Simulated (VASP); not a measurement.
The system is Ge.

```
CELL_PARAMETERS angstrom
-1.68099 1.68099 1.68099
1.68099 -1.68099 1.68099
1.68099 1.68099 -1.68099
ATOMIC_POSITIONS crystal
Ge 0.00000 0.00000 0.00000
```

```yaml
Program: VASP 6.6.1
Task: relaxation of cell and atoms
Functional: LDA
Potentials_or_basis: VASP PAW LDA potentials, release 64 (Ge_d)
Cutoff: 600 eV
k_mesh: 18 × 18 × 18
Occupations: fermi-dirac, width 0.1 eV
Spin: no spin polarisation
```

At the start: pressure -3.9 GPa; volume 19.00 Å³/atom.

**Question.** How do energy, volume and symmetry change on relaxing?

**Answer.** Over 3 steps the energy falls by 13.7 meV/atom and the volume is 17.91 Å³/atom (-5.7 %); space group Im-3m (No. 229, to 0.05 Å).

The path:
| step | energy change (eV) | largest force (eV/Å) | pressure (GPa) | volume (Å³) |
| --- | --- | --- | --- | --- |
| 1 | 0.0000 | 0.0000 | -3.88 | 19.00 |
| 2 | -0.0133 | 0.0000 | 0.60 | 17.76 |
| 3 | -0.0137 | 0.0000 | -0.02 | 17.91 |

Final structure:
```cif
data_structure
_symmetry_space_group_name_H-M 'P 1'
_symmetry_Int_Tables_number 1
_cell_length_a 2.8549
_cell_length_b 2.8549
_cell_length_c 2.8549
_cell_angle_alpha 109.471
_cell_angle_beta 109.471
_cell_angle_gamma 109.471
_cell_volume 17.91
loop_
_atom_site_label
_atom_site_type_symbol
_atom_site_fract_x
_atom_site_fract_y
_atom_site_fract_z
_atom_site_occupancy
Ge1 Ge 0.00000 0.00000 0.00000 1
```
